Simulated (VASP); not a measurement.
# K2LiAlF6 in VASP: further runs

Runs on K2LiAlF6. Level: PBE. Tasks: single point.

Program: VASP 6.6.1. These are calculated values, not measurements. Logs are shortened: lines on timing, memory, paths and dates and some standing lists are left out, and cuts for length are marked.

## 1. The cell of the first run

The cell holds an amorphous packing of atoms, 10 atoms: a = 5.650 Å, b = 4.859 Å, c = 4.536 Å, α = 86.56°, β = 98.82°, γ = 97.19°.

## 2. Single point, PBE

INCAR

```
ALGO     = Normal         # electronic algorithm
EDIFF    = 1E-6           # SCF threshold, eV
ENCUT    = 520            # plane-wave cutoff, eV
GGA      = PE             # functional
ISIF     = 2              # what is computed and relaxed
ISMEAR   = 0              # smearing method
LASPH    = T              # aspherical terms in the spheres
LCHARG   = F              # write CHGCAR
LREAL    = F              # projectors in reciprocal space
LWAVE    = F              # write WAVECAR
NBANDS   = 44             # bands
NELM     = 100            # most SCF steps
PREC     = Accurate       # precision mode
SIGMA    = 0.1            # smearing width, eV
```

KPOINTS

```
k-points
0
Gamma
  3 3 3
```

POSCAR

```
K2LiAlF6
1.0
    5.6357970000      0.1533100000     -0.3727460000
   -0.7756520000      4.7644250000     -0.5528970000
   -0.4225420000      0.7261780000      4.4574790000
K Li Al F
2 1 1 6
Direct
    0.5003976126      0.9632522910      0.2138315201
    0.0516749984      0.3477609616      0.9945078017
    0.1379651192      0.8513376473      0.6172112034
    0.5741329184      0.3404125903      0.7139784279
    0.0744009379      0.8765290150      0.1610966456
    0.9256548422      0.1195732343      0.5450690452
    0.6092108430      0.4559677713      0.0996334739
    0.3898194958      0.6155711503      0.7502557163
    0.2839647739      0.4276672232      0.3425715877
    0.6296530189      0.9513772233      0.7716131151
```

Potentials or basis: VASP PAW PBE potentials, release 64 (K_sv, Li_sv, Al, F).

The run is started by

```sh
$ cat potpaw_PBE.64/K_sv/POTCAR potpaw_PBE.64/Li_sv/POTCAR potpaw_PBE.64/Al/POTCAR potpaw_PBE.64/F/POTCAR > POTCAR
$ mpirun -np 1 vasp_std > vasp.out
```

OUTCAR:

```text
EDIFF = 1E-6
   ENCUT = 520
   GGA = PE
   ISIF = 2
   ISMEAR = 0
   LASPH = T
   LREAL = F
   NELM = 100
   PREC = Accurate

 ion  position               nearest neighbor table
   1  0.500  0.963  0.214-  10 2.24   5 2.37   7 2.44  10 2.52   6 2.68   7 2.71   8 2.72   9 2.80
                             9 2.83   4 2.88   3 2.93   4 2.95   3 3.16   2 3.33   2 3.67   2 3.75
   2  0.052  0.348  0.995-   9 1.92   6 2.35   5 2.38   8 2.53   5 2.70   7 2.73   4 2.80   6 2.83
                             3 2.93   3 3.17   1 3.33   4 3.39   1 3.67   1 3.75
   3  0.138  0.851  0.617-   6 1.86   8 1.94   5 2.04   1 2.93   2 2.93   1 3.16   2 3.17
   4  0.574  0.340  0.714-   8 1.82   7 1.84  10 1.95   9 2.22   6 2.60   2 2.80   1 2.88   1 2.95
                             2 3.39
   5  0.074  0.877  0.161-   3 2.04   1 2.37   2 2.38   2 2.70
   6  0.926  0.120  0.545-   3 1.86   2 2.35   4 2.60   1 2.68   2 2.83
   7  0.609  0.456  0.100-   4 1.84   1 2.44   1 2.71   2 2.73
   8  0.390  0.616  0.750-   4 1.82   3 1.94   2 2.53   1 2.72
   9  0.284  0.428  0.343-   2 1.92   4 2.22   1 2.80   1 2.83
  10  0.630  0.951  0.772-   4 1.95   1 2.24   1 2.52

  LATTYP: Found a triclinic cell.
 ALAT       =     4.5359668501
 B/A-ratio  =     1.4208310119
 C/A-ratio  =     1.2456419038
 COS(alpha) =     0.0136386276
 COS(beta)  =     0.1534014731
 COS(gamma) =     0.6585559619

  Lattice vectors:

 A1 = (   0.4225420000,  -0.7261780000,  -4.4574790000)
 A2 = (  -0.3531100000,   4.0382470000,  -5.0103760000)
 A3 = (   5.6357970000,   0.1533100000,  -0.3727460000)

Analysis of symmetry for initial positions (statically):
=====================================================================
 Subroutine PRICEL returns:
 Original cell was already a primitive cell.

 Routine SETGRP: Setting up the symmetry group for a
 triclinic supercell.

 Subroutine GETGRP returns: Found  1 space group operations
 (whereof  1 operations were pure point group operations)
 out of a pool of  2 trial point group operations.

The static configuration has the point symmetry C_1 .

Analysis of symmetry for dynamics (positions and initial velocities):
=====================================================================
 Subroutine PRICEL returns:
 Original cell was already a primitive cell.

 Routine SETGRP: Setting up the symmetry group for a
 triclinic supercell.

 Subroutine GETGRP returns: Found  1 space group operations
 (whereof  1 operations were pure point group operations)
 out of a pool of  2 trial point group operations.

The dynamic configuration has the point symmetry C_1 .

 Subroutine INISYM returns: Found  1 space group operations
 (whereof  1 operations are pure point group operations),
 and found     1 'primitive' translations

----------------------------------------------------------------------------------------

                                     Primitive cell

  volume of cell :     121.9775

  direct lattice vectors                    reciprocal lattice vectors
     5.635797000  0.153310000 -0.372746000     0.177400199  0.030260301  0.011886690
    -0.775652000  4.764425000 -0.552897000    -0.007821577  0.204660316 -0.034083114
    -0.422542000  0.726178000  4.457479000     0.013864493  0.027916112  0.221108448

  length of vectors
     5.650190383  4.858711424  4.535966850     0.180354678  0.207626301  0.223294602

  position of ions in fractional coordinates (direct lattice)
     0.500397613  0.963252291  0.213831520
     0.051674998  0.347760962  0.994507802
     0.137965119  0.851337647  0.617211203
     0.574132918  0.340412590  0.713978428
     0.074400938  0.876529015  0.161096646
     0.925654842  0.119573234  0.545069045
     0.609210843  0.455967771  0.099633474
     0.389819496  0.615571150  0.750255716
     0.283964774  0.427667223  0.342571588
     0.629653019  0.951377223  0.771613115

  ion indices of the primitive-cell ions
   primitive index   ion index
                 1           1
                 2           2
                 3           3
                 4           4
                 5           5
                 6           6
                 7           7
                 8           8
                 9           9
                10          10

----------------------------------------------------------------------------------------

 KPOINTS: k-points

Automatic generation of k-mesh.
 Grid dimensions read from file:
 generate k-points for:    3    3    3

 Generating k-lattice:

  Cartesian coordinates                     Fractional coordinates (reciprocal lattice)
     0.059133400  0.010086767  0.003962230     0.333333333  0.000000000 -0.000000000
    -0.002607192  0.068220105 -0.011361038     0.000000000  0.333333333  0.000000000
     0.004621498  0.009305371  0.073702816    -0.000000000  0.000000000  0.333333333

  Length of vectors
     0.060118226  0.069208767  0.074431534

  Shift w.r.t. Gamma in fractional coordinates (k-lattice)
     0.000000000  0.000000000  0.000000000

 Subroutine IBZKPT returns following result:
 ===========================================

 Found     14 irreducible k-points:

 Following reciprocal coordinates:
            Coordinates               Weight
  0.000000  0.000000  0.000000      1.000000
  0.333333 -0.000000 -0.000000      2.000000
  0.000000  0.333333 -0.000000      2.000000
  0.333333  0.333333  0.000000      2.000000
 -0.333333  0.333333 -0.000000      2.000000
 -0.000000 -0.000000  0.333333      2.000000
  0.333333  0.000000  0.333333      2.000000
 -0.333333  0.000000  0.333333      2.000000
  0.000000  0.333333  0.333333      2.000000
  0.333333  0.333333  0.333333      2.000000
 -0.333333  0.333333  0.333333      2.000000
 -0.000000 -0.333333  0.333333      2.000000
  0.333333 -0.333333  0.333333      2.000000
 -0.333333 -0.333333  0.333333      2.000000
   k-points           NKPTS =     14   k-points in BZ     NKDIM =     14   number of bands    NBANDS=     44
   number of dos      NEDOS =    301   number of ions     NIONS =     10
   total plane-waves  NPLWV =  54432
   dimension x,y,z NGX =    42 NGY =   36 NGZ =   36
   dimension x,y,z NGXF=    84 NGYF=   72 NGZF=   72
   ions per type =               2   1   1   6
   NGX,Y,Z   is equivalent  to a cutoff of  12.36, 12.32, 13.19 a.u.
   NGXF,Y,Z  is equivalent  to a cutoff of  24.72, 24.64, 26.39 a.u.
 SYSTEM =  unknown system
   PREC   = accura    normal or accurate (medium, high low for compatibility)
   ISTART =      0    job   : 0-new  1-cont  2-samecut
   ICHARG =      2    charge: 1-file 2-atom 10-const
   ISPIN  =      1    spin polarized calculation?
   LNONCOLLINEAR =      F non collinear calculations
   LSORBIT =      F    spin-orbit coupling
   LASPH  =      T    aspherical Exc in radial PAW
   ENCUT  =  520.0 eV  38.22 Ry    6.18 a.u.  10.51  9.03  8.43*2*pi/ulx,y,z
   NELM   =    100;   NELMIN=  2; NELMDL= -5     # of ELM steps
   EDIFF  = 0.1E-05   stopping-criterion for ELM
   LREAL  =      F    real-space projection
   EDIFFG = 0.1E-04   stopping-criterion for IOM
   NSW    =      0    number of steps for IOM
   IBRION =     -1    ionic relax: 0-MD 1-quasi-New 2-CG
   NFREE  =      0    steps in history (QN), initial steepest desc. (CG)
   ISIF   =      2    stress and relaxation
   ISYM   =      2    0-nonsym 1-usesym 2-fastsym
   POTIM  = 0.5000    time-step for ionic-motion
   TEBEG  =    0.0;   TEEND  =   0.0 temperature during run
   PSTRESS=    0.0 pullay stress
   NELECT =      66.0000    total number of electrons
   NUPDOWN=      -1.0000    fix difference up-down
   EMIN   =  10.00;   EMAX   =-10.00  energy-range for DOS
   EFERMI =   0.00;   METHOD = LEGACY
   ISMEAR =     0;   SIGMA  =   0.10  broadening in eV -4-tet -1-fermi 0-gaus
   EFERMI_NEDOS =   21; number of points for ismear=-14 and -15
   IALGO  =     38    algorithm
   IMIX   =      4    mixing-type and parameters
     AMIX     =   0.40;   BMIX     =  1.00
     AMIX_MAG =   1.60;   BMIX_MAG =  1.00
  volume/ion in A,a.u.               =      12.20        82.31
  Fermi-wavevector in a.u.,A,eV,Ry     =   1.334022  2.520936 24.213123  1.779614
  Thomas-Fermi vector in A             =   2.462835
   LORBIT       =      0    0 simple, 1 ext, 2 COOP (PROOUT), +10 PAW based schemes
   GGA     = PE    functional components
   LHFCALC =     F    Hartree Fock is set to
   AEXX    =    0.0000 exact exchange contribution
   IVDW    =     0    specifies the selected vdW correction
   LEPSILON=     F    determine dielectric tensor
   LRPA    =     F    only Hartree local field effects (RPA)
 non-spin polarized calculation
 Gauss-broadening in eV      SIGMA  =   0.10
  energy-cutoff  :      520.00
  volume of cell :      121.98
 maximum number of plane-waves:      3303
 NGX is ok and might be reduce to    42
   NGX = 21   NGY = 19   NGZ = 17

 number of electron      65.9999999 magnetization

 Free energy of the ion-electron system (eV)
  ---------------------------------------------------
  ext. energy  EPLUGINS =         0.00000000
  ---------------------------------------------------
  free energy    TOTEN  =       -37.74277196 eV

  energy without entropy =      -37.74277196  energy(sigma->0) =      -37.74277196

 E-fermi :   1.3814     XC(G=0):  -9.6485

 val. band max:        0.7671429571   @ k =   0.3333  -0.0000  -0.0000
 cond. band min:       2.0414015510   @ k =   0.0000   0.0000   0.0000
 fundamental gap:      1.2742585938
 Fermi energy:         1.3814362858

 k-point     1 :       0.0000    0.0000    0.0000
  band No.  band energies     occupation
      1     -43.0385      2.00000
      2     -26.6218      2.00000
      3     -25.9872      2.00000
      4     -22.3470      2.00000
      5     -21.5931      2.00000
      6     -20.8925      2.00000
[... 36 lines left out ...]
     43      11.7699      0.00000
     44      12.2657      0.00000
[... 570 lines left out ...]
      4     -22.3415      2.00000
      5     -21.7151      2.00000
      6     -21.0133      2.00000
[... 36 lines left out ...]
     43      11.9894      0.00000
     44      12.4036      0.00000

------------------------ aborting loop because EDIFF is reached ----------------------------------------

  FORCE on cell =-STRESS in cart. coord.  units (eV):
  Direction    XX          YY          ZZ          XY          YZ          ZX
  --------------------------------------------------------------------------------------
  -------------------------------------------------------------------------------------
  Total       12.3970012      8.7173689     19.7535366     14.4344732      2.4523026      1.0913521
  in kB      162.8349530    114.5028813    259.4632492    189.5972039     32.2110621     14.3349403
  external PRESSURE =     178.9336945 kB  Pullay stress =       0.0000000 kB

 VOLUME and BASIS-vectors are now :
 -----------------------------------------------------------------------------
  energy-cutoff  :      520.00
  volume of cell :      121.98
      direct lattice vectors                 reciprocal lattice vectors
     5.635797000  0.153310000 -0.372746000     0.177400199  0.030260301  0.011886690
    -0.775652000  4.764425000 -0.552897000    -0.007821577  0.204660316 -0.034083114
    -0.422542000  0.726178000  4.457479000     0.013864493  0.027916112  0.221108448

 POSITION                                       TOTAL-FORCE (eV/Angst)
 -----------------------------------------------------------------------------------
      1.98264      4.82134      0.23405         0.293868     -1.425951      1.606433
     -0.39873      2.38699      4.22146        -3.250450     -0.680671     -2.511775
     -0.14360      4.52549      2.22908        -0.556392     -0.218662     -0.768001
      2.66997      2.22837      2.78033        -1.675159      0.595419     -0.224729
     -0.32864      4.30455      0.20572         0.211914     -0.896714     -0.183241
      4.89374      1.10743      2.01849         0.183105      1.050458     -1.038240
      3.03762      2.33817     -0.03507         3.464894     -1.760865      0.186970
      1.40246      3.53743      2.85860        -2.092565     -1.257411     -0.291594
      1.12390      2.32989      1.18470         4.665970     -0.500749      4.222730
      2.48462      5.18963      2.67873        -1.245187      5.095146     -0.998553
 -----------------------------------------------------------------------------------
    total drift:                               -0.001895     -0.000052     -0.000169

  FREE ENERGIE OF THE ION-ELECTRON SYSTEM (eV)
  ---------------------------------------------------
  free  energy   TOTEN  =       -37.7427719555 eV

  energy  without entropy=      -37.7427719555  energy(sigma->0) =      -37.74277196
```

It took 2.3 min on 1 thread of AMD EPYC 7R13, shared host; peak memory 0.25 GiB.

What came out:

```
Free energy            : -37.7428 eV
Largest force          : 6.313 eV/Å
Band gap on the k mesh : 1.27 eV, indirect (least direct gap 1.43 eV)
```

Forces on the atoms (eV/Å):
```
K    0.294 -1.426  1.606
K   -3.250 -0.681 -2.512
Li  -0.556 -0.219 -0.768
Al  -1.675  0.595 -0.225
F    0.212 -0.897 -0.183
F    0.183  1.050 -1.038
F    3.465 -1.761  0.187
F   -2.093 -1.257 -0.292
F    4.666 -0.501  4.223
F   -1.245  5.095 -0.999
```

Levels at points of the mesh, in eV from the valence-band top:
```tsv
k point	band 30	band 31	band 32	band 33	band 34	band 35	band 36	band 37
(0.00, 0.00, 0.00)	-0.90	-0.72	-0.27	-0.15	1.27	4.59	6.56	7.64
```

Caveat: the k points lie up to 0.47 Å⁻¹ apart; the cutoff is under 1.25 times the usual one of these potentials, so pressure, stress and relaxed cells hold a basis-set (Pulay) error.

(Continued in part 2 of 2.)
